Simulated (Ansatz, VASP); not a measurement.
# Ca7NiS8: VASP beside Ansatz

INCAR

```
  ALGO = Normal
  EDIFF = 1E-6
  ENCUT = 520
  GGA = PS
  ISIF = 2
  ISMEAR = 0
  ISPIN = 2
  ISYM = 0
  LASPH = T
  LCHARG = T
  LDAU = T
  LDAUJ = 0 0 0
  LDAUL = -1 -1 2
  LDAUPRINT = 1
  LDAUTYPE = 2
  LDAUU = 0 0 6.2
  LELF = T
  LMAXMIX = 4
  LORBIT = 11
  LREAL = Auto
  LVHAR = T
  LWAVE = F
  MAGMOM = 0 0 0 0 0 0 0.01 0.03 0.04 0 0.05 0 0 0 0.05 1.93
  NBANDS = 82
  NELM = 150
  PREC = Accurate
  SIGMA = 0.01
```

Contents of KPOINTS:

```
k-points
0
Gamma
  2 1 2
```

The input POSCAR:

```
Ca7NiS8
1.0
    5.6860000000      0.0000000000      0.0000000000
    0.0000000000     11.3720000000      0.0000000000
    0.0000000000      0.0000000000      5.6860000000
Ca S Ni
7 8 1
Direct
    0.0052967200      0.9987385800      0.0033019300
    0.0019783800      0.5012016400      0.9913296300
    0.9932787300      0.2532701200      0.5009214700
    0.0005232600      0.7502530700      0.4980224500
    0.5054993900      0.0007644300      0.5100528500
    0.5074335100      0.4956409300      0.4990010700
    0.5162658500      0.2510591400      0.9977985600
    0.5012372400      0.0045836500      0.9984467300
    0.4970953500      0.5073970200      0.9932189700
    0.5003499800      0.2506277300      0.5025815700
    0.4894463900      0.7495108000      0.5062025300
    0.9995014800      0.9987073100      0.5054457100
    0.9852604700      0.5026085600      0.5016805400
    0.0131550100      0.2565175500      0.9956207500
    0.9941526800      0.7506626200      0.0069948600
    0.5077602400      0.7452301600      0.0031623300
```

Input for Ansatz:

```yaml
crystal:
  lattice:
    - [5.686, 0.0, 0.0]
    - [0.0, 11.372, 0.0]
    - [0.0, 0.0, 5.686]
  atoms:
    - { symbol: Ca, position: [0.00529672, 0.99873858, 0.00330193] }
    - { symbol: Ca, position: [0.00197838, 0.50120164, 0.99132963] }
    - { symbol: S, position: [0.50123724, 0.00458365, 0.99844673] }
    - { symbol: S, position: [0.49709535, 0.50739702, 0.99321897] }
    - { symbol: Ca, position: [0.99327873, 0.25327012, 0.50092147] }
    - { symbol: Ca, position: [0.00052326, 0.75025307, 0.49802245] }
    - { symbol: S, position: [0.50034998, 0.25062773, 0.50258157] }
    - { symbol: S, position: [0.48944639, 0.7495108, 0.50620253] }
    - { symbol: Ca, position: [0.50549939, 0.00076443, 0.51005285] }
    - { symbol: Ca, position: [0.50743351, 0.49564093, 0.49900107] }
    - { symbol: S, position: [0.99950148, 0.99870731, 0.50544571] }
    - { symbol: S, position: [0.98526047, 0.50260856, 0.50168054] }
    - { symbol: Ca, position: [0.51626585, 0.25105914, 0.99779856] }
    - { symbol: Ni, position: [0.50776024, 0.74523016, 0.00316233], spin: 2.0 }
    - { symbol: S, position: [0.01315501, 0.25651755, 0.99562075] }
    - { symbol: S, position: [0.99415268, 0.75066262, 0.00699486] }
  symmetry: { detect: false, time_reversal: true }
magnetization:
  spin_polarized: true
hamiltonian:
  xc: pbesol
  pseudopotentials: { kind: paw }
  hubbard:
    sites:
      - { site: 13, l: d, u_eff: 6.2, starting_ns: [{ spin: up, occupation_matrix: s13up }, { spin: down, occupation_matrix: s13down }] }
    occupation_matrices:
      s13up:
        matrix:
          - [0.999999, 0.0, 0.0, 0.0, 0.0]
          - [0.0, 0.999999, 0.0, 0.0, 0.0]
          - [0.0, 0.0, 0.999999, 0.0, 0.0]
          - [0.0, 0.0, 0.0, 0.999999, 0.0]
          - [0.0, 0.0, 0.0, 0.0, 0.999999]
      s13down:
        matrix:
          - [0.656691, -0.117509, -0.286367, 0.336921, 0.126952]
          - [-0.117509, 0.19776, 0.059307, -0.132865, 0.35167]
          - [-0.286367, 0.059307, 0.125247, -0.150235, -0.038277]
          - [0.336921, -0.132865, -0.150235, 0.202665, -0.088609]
          - [0.126952, 0.35167, -0.038277, -0.088609, 0.817638]
basis:
  ecutwfc: 420
kpoints:
  mp_grid: { grid: [2, 1, 2] }
scf:
  occupations: { method: gaussian, width: 0.01 }
  lower_state_search: "off"
  max_iter: 200
output:
  forces: true
  stress: true
```

Alike in both runs: task single point; functional PBEsol; k mesh 2 × 1 × 2; occupations gaussian, width 0.01 eV; collinear spin; Hubbard terms Ni d U = 6.2 eV.

|  | VASP | Ansatz |
| --- | --- | --- |
| version | VASP 6.6.1 | Ansatz 0.2.0 |
| potentials or method | VASP PAW PBE potentials, release 64 (Ca_sv, S, Ni), cutoff 520 eV | PAW, plane waves, scalar-relativistic |
| valence electrons in the cell | 128 | 136 |

```tsv
	VASP	Ansatz	Ansatz less VASP
gap on the k mesh at the Fermi level (eV)	0.92	0.79	-0.128
pressure (GPa)	-2.8	-3.0	-0.15
rms of the force components (eV/Å)	0.211	0.207	-0.0035
net moment per atom (μB)	0.13	0.12	0.000
size of the moment on the site where the two differ most (μB)	1.77	1.75	-0.014
```

VASP's potentials were made for PBE, not for PBEsol. Site moments also hang on the region over which each program counts them. The programs project onto different local orbitals, so the same U acts differently, and such runs can settle in different states. VASP's potentials hold 128 valence electrons a cell and Ansatz's 136, so a difference there can come from the potentials and not from the codes. Ansatz's warnings: specified occupation not kept.

The k mesh is coarse, so the values compare programs but aren't converged.
